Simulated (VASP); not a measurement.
NaCl:

```
CELL_PARAMETERS angstrom
0.00000 2.84709 2.84709
2.84709 0.00000 2.84709
2.84709 2.84709 0.00000
ATOMIC_POSITIONS crystal
Na 0.00000 0.00000 0.00000
Cl 0.50000 0.50000 0.50000
```

```yaml
Program: VASP 6.6.1
Task: relaxation of cell and atoms
Functional: LDA
Potentials_or_basis: VASP PAW LDA potentials, release 64 (Na_pv, Cl)
Cutoff: 600 eV
k_mesh: 8 × 8 × 8
Occupations: gaussian, width 0.02 eV
Spin: no spin polarisation
```

At the start: pressure -2.9 GPa; volume 23.08 Å³/atom.

Task: How do energy, volume and symmetry change on relaxing?

Result: Over 13 steps the energy falls by 27.6 meV/atom and the volume is 20.44 Å³/atom (-11.4 %); space group Fm-3m (No. 225, to 0.1 Å) before and after.

The path:
```csv
step,energy change (eV),largest force (eV/Å),pressure (GPa),volume (Å³)
1,0.0000,0.0000,-2.94,46.16
2,-0.0409,0.0000,-1.82,43.38
3,-0.0490,0.0000,1.15,39.28
4,-0.0553,0.0000,0.12,40.75
5,-0.0553,0.0000,-0.11,40.92
6,-0.0553,0.0000,-0.11,40.92
7,-0.0553,0.0000,-0.06,40.91
8,-0.0553,0.0000,-0.07,40.91
9,-0.0553,0.0000,-0.08,40.91
10,-0.0553,0.0000,-0.08,40.91
11,-0.0553,0.0000,-0.09,40.90
12,-0.0553,0.0000,-0.04,40.89
13,-0.0553,0.0000,-0.03,40.87
```

Final structure:
```cif
data_structure
_symmetry_space_group_name_H-M 'P 1'
_symmetry_Int_Tables_number 1
_cell_length_a 3.8665
_cell_length_b 3.8665
_cell_length_c 3.8665
_cell_angle_alpha 60.000
_cell_angle_beta 60.000
_cell_angle_gamma 60.000
_cell_volume 40.87
loop_
_atom_site_label
_atom_site_type_symbol
_atom_site_fract_x
_atom_site_fract_y
_atom_site_fract_z
_atom_site_occupancy
Na1 Na 0.00000 0.00000 0.00000 1
Cl1 Cl 0.50000 0.50000 0.50000 1
```
